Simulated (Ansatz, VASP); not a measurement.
Al5N in VASP and in Ansatz

Contents of INCAR:

```
PREC = Accurate
ENCUT = 600
EDIFF = 1E-6
ISMEAR = 0
SIGMA = 0.1
LREAL = False
LASPH = True
NELM = 80
ALGO = Normal
ISIF = 3
LWAVE = False
LCHARG = False
GGA = PE
IBRION = 2
NSW = 90
EDIFFG = -0.04
```

The input KPOINTS:

```
regular mesh
0
Gamma
  4 4 2
```

The input POSCAR:

```
Al5N
1.0
    4.6903891934      0.0000000000      0.0000000000
    0.0092279348      4.9942527996      0.0000000000
    0.1750434797      0.3559426579      8.4273722191
Al N
10 2
Direct
    0.0487426131      0.8277489703      0.1777703718
    0.9762164370      0.3529157627      0.7034827080
    0.9679996510      0.3241371986      0.0335634358
    0.9714930505      0.8345151703      0.5243344957
    0.9729504760      0.3413565930      0.3740153735
    0.9122779512      0.8482385983      0.8672580321
    0.4838662309      0.4635874913      0.2163998751
    0.4498473039      0.0532318269      0.6779747099
    0.4788094152      0.9715056600      0.3632266939
    0.4599481195      0.4677679240      0.8813138039
    0.7623024956      0.6887494904      0.3318516586
    0.5155462560      0.8262453142      0.8488088419
```

Input for Ansatz:

```yaml
crystal:
  lattice:
    - [4.6903891934, 0.0, 0.0]
    - [0.0092279348, 4.9942527996, 0.0]
    - [0.1750434797, 0.3559426579, 8.4273722191]
  atoms:
    - { symbol: Al, position: [0.0487426131, 0.8277489703, 0.1777703718] }
    - { symbol: Al, position: [0.976216437, 0.3529157627, 0.703482708] }
    - { symbol: Al, position: [0.967999651, 0.3241371986, 0.0335634358] }
    - { symbol: Al, position: [0.9714930505, 0.8345151703, 0.5243344957] }
    - { symbol: Al, position: [0.972950476, 0.341356593, 0.3740153735] }
    - { symbol: Al, position: [0.9122779512, 0.8482385983, 0.8672580321] }
    - { symbol: Al, position: [0.4838662309, 0.4635874913, 0.2163998751] }
    - { symbol: Al, position: [0.4498473039, 0.0532318269, 0.6779747099] }
    - { symbol: Al, position: [0.4788094152, 0.97150566, 0.3632266939] }
    - { symbol: Al, position: [0.4599481195, 0.467767924, 0.8813138039] }
    - { symbol: "N", position: [0.7623024956, 0.6887494904, 0.3318516586] }
    - { symbol: "N", position: [0.515546256, 0.8262453142, 0.8488088419] }
basis:
  ecutwfc: 420
kpoints:
  mp_grid: { grid: [4, 4, 2] }
hamiltonian:
  xc: pbe
scf:
  occupations: { method: gaussian, width: 0.1 }
  lower_state_search: "off"
output:
  forces: true
  stress: true
  eigenvalues: true
relax:
  adjacent_minimum: "off"
  f_tol: 0.04
  max_steps: 70
  cell: { stress_tol: 0.4 }
```

Change from the starting cell: the structure that the rattled cell fell into.

Alike in both runs: task relaxation of cell and atoms; functional PBE; k mesh 4 × 4 × 2; occupations gaussian, width 0.1 eV; no spin polarisation.

|  | VASP | Ansatz |
| --- | --- | --- |
| version | VASP 6.6.1 | Ansatz 0.2.0 |
| potentials or method | VASP PAW PBE potentials, release 64 (Al, N), cutoff 600 eV | scalar-relativistic, plane waves, PAW |
| valence electrons in the cell | 40 | 40 |

```tsv
	VASP	Ansatz	Ansatz less VASP
gap on the k mesh at the Fermi level, each at its own relaxed structure (eV)	none	none	-
relaxed volume (Å³/atom)	16.49	16.50	+0.016
relaxed cell length with the largest relative difference (Å)	4.956	4.959	+0.0027
```

A gap of «none» marks a metal or a gap that the smearing closes.

The k mesh is coarse, so the values compare programs but aren't converged.
